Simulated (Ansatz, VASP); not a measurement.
As: VASP beside Ansatz

The input POSCAR:

```
As
1.0
    2.7036817400      0.0000000000      0.0000000000
    0.0000000000      2.7036817400      0.0000000000
    0.0000000000      0.0000000000      5.4073634900
As
2
Direct
    0.4174883800      0.4846435100      0.2429717800
    0.5825116200      0.5153564900      0.7570282200
```

The input INCAR.step1:

```
SYSTEM = As
PREC = Accurate
ENCUT = 520
EDIFF = 1E-5
ISMEAR = -1
SIGMA = 0.05
LREAL = .False.
LASPH = .True.
NELM = 60
ALGO = Normal
ISIF = 2
LWAVE = .True.
LCHARG = .False.
NBANDS = 12
GGA = PE
```

INCAR.step2

```
SYSTEM = As
PREC = Accurate
ENCUT = 520
EDIFF = 1E-7
ISMEAR = -1
SIGMA = 0.05
LREAL = .False.
LASPH = .True.
NELM = 60
ALGO = Normal
ISIF = 2
LWAVE = .False.
LCHARG = .False.
GGA = PE
LHFCALC = .True.
AEXX = 0.25
HFSCREEN = 0.6
PRECFOCK = Normal
NBANDS = 12
ISTART = 1
```

Contents of KPOINTS:

```
Automatic mesh
0
Gamma
  5 5 3
  0 0 0
```

input

```
crystal:
  lattice:
    - [2.70368174, 0.0, 0.0]
    - [0.0, 2.70368174, 0.0]
    - [0.0, 0.0, 5.40736349]
  atoms:
    - { symbol: As, position: [0.41748838, 0.48464351, 0.24297178] }
    - { symbol: As, position: [0.58251162, 0.51535649, 0.75702822] }
hamiltonian:
  xc: { exchange: pbe, correlation: pbe, exx: { coeff: 0.25, omega: 0.6 } }
  pseudopotentials: { kind: paw }
kpoints:
  mp_grid: { grid: [5, 5, 3] }
scf:
  occupations: { method: fermi_dirac, width: 0.05 }
output:
  forces: true
  stress: true
  eigenvalues: true
```

Alike in both runs: task single point; functional PBE-based screened hybrid with a share of 0.25 of exact exchange and HFSCREEN = 0.6; k mesh 5 × 5 × 3; occupations fermi-dirac, width 0.05 eV; no spin polarisation.

|  | VASP | Ansatz |
| --- | --- | --- |
| version | VASP 6.6.1 | Ansatz 0.2.0 |
| potentials or method | VASP PAW PBE potentials, release 64 (As) | Ansatz PAW |
| plane-wave cutoff (eV) | 520 | 420 |
| valence electrons in the cell | 10 | 30 |

Ansatz gave:

```
gap on the k mesh at the Fermi level (eV)                     : none
pressure (GPa)                                                : 0.3
traceless stress, the component that is largest in VASP (GPa) : -6.54
rms of the force components (eV/Å)                            : 0.164
```

Question: What did VASP give for the same quantities?

Answer: gap on the k mesh at the Fermi level (eV): none; pressure (GPa): -0.1; traceless stress, the component that is largest in VASP (GPa): -6.46; rms of the force components (eV/Å): 0.170.

VASP's potentials were made for PBE, not for PBE-based screened hybrid. Atom by atom the forces differ by 0.006 eV/Å (rms over components). A gap of «none» marks a metal or a gap that the smearing closes. The functional is the same, so the differences come from potentials, cutoffs and numerics. VASP's potentials hold 10 valence electrons a cell and Ansatz's 30, so a difference there can come from the potentials and not from the codes.

The k mesh is coarse, so the values compare programs but aren't converged.
